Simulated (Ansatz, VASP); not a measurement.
**PIr in VASP and in Ansatz**

```
Ir P
1.0
     0.01849    2.46480    2.46480
     2.46480    0.01849    2.46480
     2.48329    2.48329    0.00000
Ir P
1 1
Direct
  0.00000 0.00000 0.00000
  0.50000 0.50000 0.50000
```

Change from the starting cell: xy shear strain of +1.5 %, crystal datasets.

Alike in both runs: task electric field gradients; functional PBE; k mesh 13 × 13 × 13; occupations fermi-dirac, width 0.05 eV; no spin polarisation.

|  | VASP | Ansatz |
| --- | --- | --- |
| version | VASP 6.6.1 | Ansatz 0.2.0 |
| potentials or method | VASP PAW PBE potentials, release 64 (Ir, P), cutoff 520 eV | all-electron PAW with datasets made for the crystal, scalar-relativistic |

```csv
,VASP,Ansatz,Ansatz less VASP
pressure (GPa),0.4,0.0,-0.38
"traceless stress, the component that is largest in VASP (GPa)",-0.05,-0.04,+0.005
size of Vzz on the site where it differs most (V/Å²),5.5,3.4,-2.10
```

Ansatz ran all-electron here, and VASP with PAW potentials.

Spin-orbit coupling is off throughout.
